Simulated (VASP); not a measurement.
# NaC8 (P6/mmm) in VASP: a series of runs

NaC8 is run at these levels: PBE+D3(BJ); tasks: single point, relaxation of cell and atoms.

Program: VASP 6.6.1. These are calculated values, not measurements. Logs are shortened: lines on timing, memory, paths and dates and some standing lists are left out, and cuts for length are marked.

## 1. The cell of the first run

Symmetry: P6/mmm, No. 191, hexagonal system. The conventional cell has a = 4.976 Å, b = 4.976 Å, c = 4.486 Å, α = 90.00°, β = 90.00°, γ = 120.00°. Within 3.5 Å of Na (site symmetry 6/mmm) lie 12 C at 2.67 Å. C (site symmetry mm2) has 3 C at 1.43 to 1.44 Å within 1.9 Å. C (site symmetry -6m2) has 3 C at 1.43 Å within 1.9 Å.

## 2. Single point, PBE+D3(BJ)

File INCAR:

```
SYSTEM = NaC8
PREC = Accurate ; ENCUT = 970
EDIFF = 1E-6 ; ISMEAR = 0
SIGMA = 0.2 ; LREAL = .FALSE.
LASPH = .TRUE. ; NELM = 120
ALGO = Normal ; ISIF = 2
LWAVE = .FALSE. ; LCHARG = .FALSE.
GGA = PE ; IVDW = 12
NBANDS = 30 ; GGA_COMPAT = .FALSE.
```

File KPOINTS:

```
Automatic mesh
0
G
  6 6 6
  0 0 0
```

File POSCAR:

```
NaC8
1.0
    0.0000000000      0.0000000000      4.4859972348
    4.9759645509      0.0000000000      0.0000000000
   -2.4879822755      4.3093117094      0.0000000000
Na C
1 8
Direct
    0.5000000000      0.0000000000      0.0000000000
    0.0000000000      0.3346974444      0.1673487222
    0.0000000000      0.3333333333      0.6666666667
    0.0000000000      0.8326512778      0.1673487222
    0.0000000000      0.8326512778      0.6653025556
    0.0000000000      0.1673487222      0.3346974444
    0.0000000000      0.1673487222      0.8326512778
    0.0000000000      0.6666666667      0.3333333333
    0.0000000000      0.6653025556      0.8326512778
```

Potentials or basis: VASP PAW PBE potentials, release 64 (Na_sv, C).

Run with:

```bash
> cat potpaw_PBE.64/Na_sv/POTCAR potpaw_PBE.64/C/POTCAR > POTCAR
> mpirun -np 1 vasp_std > vasp.out
```

OUTCAR:

```text
SYSTEM = NaC8
   PREC = Accurate
   ENCUT = 970
   EDIFF = 1E-6
   ISMEAR = 0
   LREAL = .FALSE.
   LASPH = .TRUE.
   NELM = 120
   ISIF = 2
   GGA = PE
   IVDW = 12
 IVDW          = 12

 ion  position               nearest neighbor table
   1  0.500  0.000  0.000-
   2  0.000  0.335  0.167-   8 1.43   7 1.44   6 1.44
   3  0.000  0.333  0.667-   7 1.43   9 1.43   6 1.43
   4  0.000  0.833  0.167-   8 1.43   6 1.44   9 1.44
   5  0.000  0.833  0.665-   8 1.43   7 1.44   9 1.44
   6  0.000  0.167  0.335-   3 1.43   4 1.44   2 1.44
   7  0.000  0.167  0.833-   3 1.43   5 1.44   2 1.44
   8  0.000  0.667  0.333-   4 1.43   2 1.43   5 1.43
   9  0.000  0.665  0.833-   3 1.43   4 1.44   5 1.44

  LATTYP: Found a hexagonal cell.
 ALAT       =     4.9759645509
 C/A-ratio  =     0.9015331980

  Lattice vectors:

 A1 = (   4.9759645509,   0.0000000000,   0.0000000000)
 A2 = (  -2.4879822755,   4.3093117094,   0.0000000000)
 A3 = (   0.0000000000,   0.0000000000,   4.4859972348)

Analysis of symmetry for initial positions (statically):
=====================================================================
 Subroutine PRICEL returns:
 Original cell was already a primitive cell.

 Routine SETGRP: Setting up the symmetry group for a
 hexagonal supercell.

 Subroutine GETGRP returns: Found 24 space group operations
 (whereof 24 operations were pure point group operations)
 out of a pool of 24 trial point group operations.

The static configuration has the point symmetry D_6h.

Analysis of symmetry for dynamics (positions and initial velocities):
=====================================================================
 Subroutine PRICEL returns:
 Original cell was already a primitive cell.

 Routine SETGRP: Setting up the symmetry group for a
 hexagonal supercell.

 Subroutine GETGRP returns: Found 24 space group operations
 (whereof 24 operations were pure point group operations)
 out of a pool of 24 trial point group operations.

The dynamic configuration has the point symmetry D_6h.

 Subroutine INISYM returns: Found 24 space group operations
 (whereof 24 operations are pure point group operations),
 and found     1 'primitive' translations

----------------------------------------------------------------------------------------

                                     Primitive cell

  volume of cell :      96.1932

  direct lattice vectors                    reciprocal lattice vectors
     0.000000000  0.000000000  4.485997235     0.000000000  0.000000000  0.222915875
     4.975964551  0.000000000  0.000000000     0.200966062  0.116027810  0.000000000
    -2.487982275  4.309311709  0.000000000     0.000000000  0.232055620  0.000000000

  length of vectors
     4.485997235  4.975964551  4.975964551     0.222915875  0.232055620  0.232055620

  position of ions in fractional coordinates (direct lattice)
     0.500000000  0.000000000  0.000000000
     0.000000000  0.334697444  0.167348722
     0.000000000  0.333333333  0.666666667
     0.000000000  0.832651278  0.167348722
     0.000000000  0.832651278  0.665302556
     0.000000000  0.167348722  0.334697444
     0.000000000  0.167348722  0.832651278
     0.000000000  0.666666667  0.333333333
     0.000000000  0.665302556  0.832651278

  ion indices of the primitive-cell ions
   primitive index   ion index
                 1           1
                 2           2
                 3           3
                 4           4
                 5           5
                 6           6
                 7           7
                 8           8
                 9           9

----------------------------------------------------------------------------------------

 KPOINTS: Automatic mesh

Automatic generation of k-mesh.
 Grid dimensions read from file:
 generate k-points for:    6    6    6

 Generating k-lattice:

  Cartesian coordinates                     Fractional coordinates (reciprocal lattice)
     0.000000000  0.000000000  0.037152646     0.166666667  0.000000000  0.000000000
     0.033494344  0.019337968  0.000000000     0.000000000  0.166666667  0.000000000
     0.000000000  0.038675937  0.000000000     0.000000000  0.000000000  0.166666667

  Length of vectors
     0.037152646  0.038675937  0.038675937

  Shift w.r.t. Gamma in fractional coordinates (k-lattice)
     0.000000000  0.000000000  0.000000000

 Subroutine IBZKPT returns following result:
 ===========================================

 Found     28 irreducible k-points:

 Following reciprocal coordinates:
            Coordinates               Weight
  0.000000  0.000000  0.000000      1.000000
  0.166667  0.000000  0.000000      2.000000
  0.333333  0.000000  0.000000      2.000000
  0.500000  0.000000  0.000000      1.000000
  0.000000  0.166667  0.000000      6.000000
  0.166667  0.166667  0.000000     12.000000
[... 16 lines left out ...]
  0.333333  0.333333  0.166667     24.000000
  0.500000  0.333333  0.166667     12.000000
 [... further k-points ...]
   k-points           NKPTS =     28   k-points in BZ     NKDIM =     28   number of bands    NBANDS=     30
   number of dos      NEDOS =    301   number of ions     NIONS =      9
   total plane-waves  NPLWV = 139968
   dimension x,y,z NGX =    48 NGY =   54 NGZ =   54
   dimension x,y,z NGXF=    96 NGYF=  108 NGZF=  108
   ions per type =               1   8
   NGX,Y,Z   is equivalent  to a cutoff of  17.79, 18.04, 18.04 a.u.
   NGXF,Y,Z  is equivalent  to a cutoff of  35.58, 36.08, 36.08 a.u.
 SYSTEM =  NaC8
   PREC   = accura    normal or accurate (medium, high low for compatibility)
   ISTART =      0    job   : 0-new  1-cont  2-samecut
   ICHARG =      2    charge: 1-file 2-atom 10-const
   ISPIN  =      1    spin polarized calculation?
   LNONCOLLINEAR =      F non collinear calculations
   LSORBIT =      F    spin-orbit coupling
   LASPH  =      T    aspherical Exc in radial PAW
   ENCUT  =  970.0 eV  71.29 Ry    8.44 a.u.  11.39 12.64 12.64*2*pi/ulx,y,z
   NELM   =    120;   NELMIN=  2; NELMDL= -5     # of ELM steps
   EDIFF  = 0.1E-05   stopping-criterion for ELM
   LREAL  =      F    real-space projection
   EDIFFG = 0.1E-04   stopping-criterion for IOM
   NSW    =      0    number of steps for IOM
   IBRION =     -1    ionic relax: 0-MD 1-quasi-New 2-CG
   NFREE  =      0    steps in history (QN), initial steepest desc. (CG)
   ISIF   =      2    stress and relaxation
   ISYM   =      2    0-nonsym 1-usesym 2-fastsym
   POTIM  = 0.5000    time-step for ionic-motion
   TEBEG  =    0.0;   TEEND  =   0.0 temperature during run
   PSTRESS=    0.0 pullay stress
   NELECT =      41.0000    total number of electrons
   NUPDOWN=      -1.0000    fix difference up-down
   EMIN   =  10.00;   EMAX   =-10.00  energy-range for DOS
   EFERMI =   0.00;   METHOD = LEGACY
   ISMEAR =     0;   SIGMA  =   0.20  broadening in eV -4-tet -1-fermi 0-gaus
   EFERMI_NEDOS =   21; number of points for ismear=-14 and -15
   IALGO  =     38    algorithm
   IMIX   =      4    mixing-type and parameters
     AMIX     =   0.40;   BMIX     =  1.00
     AMIX_MAG =   1.60;   BMIX_MAG =  1.00
  volume/ion in A,a.u.               =      10.69        72.13
  Fermi-wavevector in a.u.,A,eV,Ry     =   1.232030  2.328200 20.652265  1.517899
  Thomas-Fermi vector in A             =   2.366817
   LORBIT       =      0    0 simple, 1 ext, 2 COOP (PROOUT), +10 PAW based schemes
   GGA     = PE    functional components
   LHFCALC =     F    Hartree Fock is set to
   AEXX    =    0.0000 exact exchange contribution
   IVDW    =    12    specifies the selected vdW correction
   LEPSILON=     F    determine dielectric tensor
   LRPA    =     F    only Hartree local field effects (RPA)
 non-spin polarized calculation
 Gauss-broadening in eV      SIGMA  =   0.20
  energy-cutoff  :      970.00
  volume of cell :       96.19
 maximum number of plane-waves:      6626
 NGX is ok and might be reduce to    48
   NGX = 23   NGY = 25   NGZ = 25

 number of electron      41.0000000 magnetization

 Free energy of the ion-electron system (eV)
  ---------------------------------------------------
  ext. energy  EPLUGINS =         0.00000000
  ---------------------------------------------------
  free energy    TOTEN  =       -75.04538006 eV

  energy without entropy =      -75.00882863  energy(sigma->0) =      -75.02710434

 E-fermi :   5.1790     XC(G=0):  -9.1821

 val. band max:        5.1428063656   @ k =   0.3333   0.0000   0.0000
 cond. band min:       5.1818465260   @ k =   0.1667   0.1667   0.1667
 fundamental gap:      0.0390401604
 Fermi energy:         5.1790359683

 k-point     1 :       0.0000    0.0000    0.0000
  band No.  band energies     occupation
      1     -48.7518      2.00000
      2     -20.6783      2.00000
      3     -20.6770      2.00000
      4     -20.6770      2.00000
      5     -15.3646      2.00000
      6     -10.2194      2.00000
[... 22 lines left out ...]
     29      12.1263      0.00000
     30      12.2215      0.00000

 k-point     2 :       0.1667    0.0000    0.0000
  band No.  band energies     occupation
      1     -48.7518      2.00000
      2     -20.6846      2.00000
      3     -20.6766      2.00000
      4     -20.6766      2.00000
      5     -15.3469      2.00000
      6     -10.2193      2.00000
[... 22 lines left out ...]
     29      12.1458      0.00000
     30      12.6348      0.00000

 k-point     3 :       0.3333    0.0000    0.0000
  band No.  band energies     occupation
      1     -48.7518      2.00000
      2     -20.6972      2.00000
      3     -20.6757      2.00000
      4     -20.6757      2.00000
      5     -15.3113      2.00000
      6     -10.2192      2.00000
[... 682 lines left out ...]
     29      12.5380      0.00000
     30      13.5994      0.00000

 k-point    24 :       0.5000    0.3333    0.1667
  band No.  band energies     occupation
      1     -48.7517      2.00000
      2     -20.7008      2.00000
      3     -20.6759      2.00000
      4     -20.6756      2.00000
      5     -14.1789      2.00000
      6     -13.2316      2.00000
[... 22 lines left out ...]
     29      12.4449      0.00000
     30      13.5089      0.00000

 [... further k-points ...]

------------------------ aborting loop because EDIFF is reached ----------------------------------------

 Edisp (eV)   -1.17259

 E8    (eV) :    -0.3890

  FORCE on cell =-STRESS in cart. coord.  units (eV):
  Direction    XX          YY          ZZ          XY          YZ          ZX
  --------------------------------------------------------------------------------------
  -------------------------------------------------------------------------------------
  Total      -0.02520    -0.02520    -0.02418     0.00000    -0.00000     0.00000
  in kB      -0.41974    -0.41974    -0.40279     0.00000    -0.00000     0.00000
  external pressure =       -0.41 kB  Pullay stress =        0.00 kB

 VOLUME and BASIS-vectors are now :
 -----------------------------------------------------------------------------
  energy-cutoff  :      970.00
  volume of cell :       96.19
      direct lattice vectors                 reciprocal lattice vectors
     0.000000000  0.000000000  4.485997235     0.000000000  0.000000000  0.222915875
     4.975964551  0.000000000  0.000000000     0.200966062  0.116027810  0.000000000
    -2.487982275  4.309311709  0.000000000     0.000000000  0.232055620  0.000000000

 POSITION                                       TOTAL-FORCE (eV/Angst)
 -----------------------------------------------------------------------------------
      0.00000      0.00000      2.24300         0.000000      0.000000     -0.000000
      1.24908      0.72116      0.00000        -0.006659     -0.003845     -0.000000
     -0.00000      2.87287      0.00000         0.000000      0.000000     -0.000000
      3.72688      0.72116      0.00000         0.006659     -0.003845      0.000000
      2.48798      2.86700      0.00000        -0.000000      0.007689     -0.000000
     -0.00000      1.44232      0.00000         0.000000     -0.007689      0.000000
     -1.23890      3.58815      0.00000        -0.006659      0.003845     -0.000000
      2.48798      1.43644      0.00000         0.000000     -0.000000     -0.000000
      1.23890      3.58815      0.00000         0.006659      0.003845     -0.000000
 -----------------------------------------------------------------------------------
    total drift:                               -0.000000      0.000000      0.000000

  FREE ENERGIE OF THE ION-ELECTRON SYSTEM (eV)
  ---------------------------------------------------
  free  energy   TOTEN  =       -76.2179694638 eV

  energy  without entropy=      -76.1814180350  energy(sigma->0) =      -76.19969375
```

Wall time 4 min (1 thread of Intel Xeon Platinum 8259CL at 2.50GHz (Skylake/Cascade Lake), shared host); peak memory 0.45 GiB.

What came out:

```yaml
Free_energy: -76.2180 eV
Pressure: 0.0 GPa
Largest_force: 0.008 eV/Å
Band_gap_on_the_k_mesh: zero (an odd number of electrons rules out a gap without spin polarisation)
Dispersion_energy_per_atom: -0.130 eV
```

Forces on the atoms (eV/Å):
```
Na   0.000  0.000  0.000
C   -0.007 -0.004  0.000
C    0.000  0.000  0.000
C    0.007 -0.004  0.000
C    0.000  0.008  0.000
C    0.000 -0.008  0.000
C   -0.007  0.004  0.000
C    0.000  0.000  0.000
C    0.007  0.004  0.000
```

## 3. Relaxation of cell and atoms, PBE+D3(BJ)

This run uses another cell than the first one, of 7.74 Å³/atom.

File INCAR:

```
SYSTEM = NaC8
ALGO = Normal ; EDIFF = 1E-7
EDIFFG = -0.04 ; ENCUT = 970
GGA = PE ; GGA_COMPAT = .False.
IBRION = 2 ; ISIF = 3
ISMEAR = 0 ; IVDW = 12
LASPH = .True. ; LCHARG = .False.
LREAL = .False. ; LWAVE = .False.
NELM = 120 ; NELMIN = 4
NSW = 90 ; PREC = Accurate
SIGMA = 0.1
```

File KPOINTS:

```
k-points
0
Gamma
  6 6 6
  0 0 0
```

File POSCAR:

```
NaC8
1.0
    4.9120360200      0.0000000000      0.0000000000
   -2.4560180100      4.2539479800      0.0000000000
    0.0000000000      0.0000000000      3.3326681100
Na C
1 8
Direct
    0.0000000000      0.0000000000      0.5000000000
    0.3333333300      0.1666666700      0.0000000000
    0.3333333300      0.6666666700      0.0000000000
    0.8333333300      0.1666666700      0.0000000000
    0.8333333300      0.6666666700      0.0000000000
    0.1666666700      0.3333333300      0.0000000000
    0.1666666700      0.8333333300      0.0000000000
    0.6666666700      0.3333333300      0.0000000000
    0.6666666700      0.8333333300      0.0000000000
```

Potentials or basis: VASP PAW PBE potentials, release 64 (Na_sv, C).

Run with:

```bash
> cat potpaw_PBE.64/Na_sv/POTCAR potpaw_PBE.64/C/POTCAR > POTCAR
> mpirun -np 1 vasp_std > vasp.out
```

OUTCAR:

```text
SYSTEM = NaC8
   EDIFF = 1E-7
   EDIFFG = -0.04
   ENCUT = 970
   GGA = PE
   IBRION = 2
   ISIF = 3
   ISMEAR = 0
   IVDW = 12
   LASPH = .True.
   LREAL = .False.
   NELM = 120
   NELMIN = 4
   NSW = 90
   PREC = Accurate
 IVDW          = 12

 ion  position               nearest neighbor table
   1  0.000  0.000  0.500-
   2  0.333  0.167  0.000-   6 1.42   8 1.42   7 1.42
   3  0.333  0.667  0.000-   7 1.42   9 1.42   6 1.42
   4  0.833  0.167  0.000-   8 1.42   6 1.42   9 1.42
   5  0.833  0.667  0.000-   9 1.42   7 1.42   8 1.42
   6  0.167  0.333  0.000-   2 1.42   4 1.42   3 1.42
   7  0.167  0.833  0.000-   3 1.42   5 1.42   2 1.42
   8  0.667  0.333  0.000-   4 1.42   2 1.42   5 1.42
   9  0.667  0.833  0.000-   5 1.42   3 1.42   4 1.42

  LATTYP: Found a hexagonal cell.
 ALAT       =     4.9120360200
 C/A-ratio  =     0.6784698028

  Lattice vectors:

[... 1010 lines left out ...]
     25      12.3265      0.00000

 [... further k-points ...]

[... ionic steps 4 to 13 ...]

--------------------------------------- Ionic step       14  -------------------------------------------

 number of electron      41.0000009 magnetization

------------------------ aborting loop because EDIFF is reached ----------------------------------------
[... 89 lines left out ...]
--------------------------------------- Ionic step       16  -------------------------------------------

 number of electron      41.0000007 magnetization

 Free energy of the ion-electron system (eV)
  ---------------------------------------------------
  ext. energy  EPLUGINS =         0.00000000
  ---------------------------------------------------
  free energy    TOTEN  =       -74.90568946 eV

  energy without entropy =      -74.89712170  energy(sigma->0) =      -74.90140558

 E-fermi :   5.3218     XC(G=0):  -9.3635

 val. band max:        5.2762239820   @ k =   0.0000   0.0000   0.3333
 cond. band min:       5.3587275564   @ k =   0.1667   0.1667   0.1667
 fundamental gap:      0.0825035743
 Fermi energy:         5.3217582668

 k-point     1 :       0.0000    0.0000    0.0000
  band No.  band energies     occupation
      1     -48.4048      2.00000
      2     -20.3338      2.00000
      3     -20.3333      2.00000
      4     -20.3333      2.00000
      5     -15.2298      2.00000
      6     -10.0760      2.00000
[... 703 lines left out ...]
  FREE ENERGIE OF THE ION-ELECTRON SYSTEM (eV)
  ---------------------------------------------------
  free  energy   TOTEN  =       -76.0787840253 eV

  energy  without entropy=      -76.0702162619  energy(sigma->0) =      -76.07450014

 reached required accuracy - stopping structural energy minimisation
```

It took 12 min on 1 thread of AMD EPYC 9R45 (Zen 5), shared host; peak memory 0.32 GiB.

Results:

```
Free energy                           : -76.0788 eV
Relaxed volume                        : 10.36 Å³/atom
Relaxed cell                          : a = 4.974 Å, b = 4.974 Å, c = 4.353 Å, α = 90.00°, β = 90.00°, γ = 120.00°
Space group after relaxing (to 0.1 Å) : P6/mmm (No. 191)
Energy gained by relaxing             : 243.0 meV/atom
Ionic steps                           : 16
Pressure after relaxing               : 0.4 GPa
Largest force after relaxing          : 0.027 eV/Å
Band gap on the k mesh                : zero (an odd number of electrons rules out a gap without spin polarisation)
Dispersion energy per atom            : -0.130 eV
```

Forces on the atoms (eV/Å):
```
Na   0.000  0.000  0.000
C    0.024  0.014  0.000
C    0.000  0.000  0.000
C   -0.024  0.014  0.000
C    0.000 -0.027  0.000
C    0.000  0.027  0.000
C    0.024 -0.014  0.000
C    0.000  0.000  0.000
C   -0.024 -0.014  0.000
```

Stress tensor (GPa, compression positive):
```
0.48 0.00 0.00
0.00 0.48 0.00
0.00 0.00 0.17
```

The path:
| step | energy change (eV) | largest force (eV/Å) | pressure (GPa) | volume (Å³) |
| --- | --- | --- | --- | --- |
| 1 | 0.0000 | 1.7443 | 26.87 | 69.64 |
| 2 | -0.0009 | 3.9082 | -10.56 | 83.51 |
| 3 | -0.7121 | 1.5001 | 4.46 | 75.93 |
| 4 | -1.5185 | 0.3233 | -5.40 | 83.72 |
| 5 | -1.6382 | 1.3087 | -9.20 | 88.43 |
| 6 | -2.1089 | 0.7961 | -0.64 | 90.40 |
| 7 | -2.1557 | 0.5339 | 3.72 | 91.22 |
| 8 | -2.1562 | 0.5533 | 3.40 | 91.16 |
| 9 | -2.1806 | 0.3216 | 0.88 | 92.60 |
| 10 | -2.1822 | 0.1517 | 1.35 | 92.31 |
| 11 | -2.1853 | 0.0160 | -0.16 | 92.92 |
| 12 | -2.1853 | 0.0272 | -0.03 | 92.86 |
| 13 | -2.1859 | 0.0205 | 0.10 | 92.92 |
| 14 | -2.1861 | 0.0875 | 0.28 | 92.99 |
| 15 | -2.1864 | 0.0725 | 0.31 | 93.06 |
| 16 | -2.1869 | 0.0272 | 0.38 | 93.25 |

Final structure:
```xyz
9
Lattice="4.9736 0.0000 0.0000 -2.4868 4.3073 0.0000 0.0000 0.0000 4.3531" Properties=species:S:1:pos:R:3 pbc="T T T"
Na    0.0000    0.0000    2.1766
C     1.2487    0.7210    0.0000
C     0.0000    2.8715    0.0000
C     3.7249    0.7210    0.0000
C     2.4868    2.8653    0.0000
C     0.0000    1.4419    0.0000
C    -1.2381    3.5863    0.0000
C     2.4868    1.4358    0.0000
C     1.2381    3.5863    0.0000
```

Caveat: the volume moved by over 15 % at a fixed basis, so the end points are rough.

The gap in the log of VASP goes by the Fermi energy; the results here count the filled bands.